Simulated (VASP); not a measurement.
A run of VASP 6.6.1 is set up as follows.

INCAR

```
PREC = Accurate
ENCUT = 520
EDIFF = 1E-6
ISMEAR = 0
SIGMA = 0.1
LREAL = False
LASPH = True
NELM = 80
ALGO = Fast
ISIF = 2
LWAVE = False
LCHARG = True
GGA = PE
LELF = True
LVHAR = True
NBANDS = 22
```

File KPOINTS:

```
Automatic mesh
0
Gamma
  10 10 4
```

The input POSCAR:

```
Rb3Mg
1.0
    4.7591372511      0.0000000000      0.0000000000
    0.0000000000      4.7591372511      0.0000000000
    0.0000000000      0.0000000000     12.2008623669
Rb Mg
3 1
Direct
    0.0000000000      0.0000000000      0.6894639184
    0.0000000000      0.0000000000      0.3105360816
    0.5000000000      0.5000000000      0.0000000000
    0.5000000000      0.5000000000      0.5000000000
```

Potentials or basis: VASP PAW PBE potentials, release 64 (Rb_sv, Mg).

The run is started by

```console
$ cat potpaw_PBE.64/Rb_sv/POTCAR potpaw_PBE.64/Mg/POTCAR > POTCAR
$ mpirun -np 1 vasp_std > vasp.out
```

Question: Predict the largest force.

Answer: 0.006 eV/Å.

Question: Estimate the pressure.

Answer: 0.0 GPa.

Forces in eV/Å, atoms in the order of the input:
```
Rb   0.000  0.000 -0.006
Rb   0.000  0.000  0.006
Rb   0.000  0.000  0.000
Mg   0.000  0.000  0.000
```
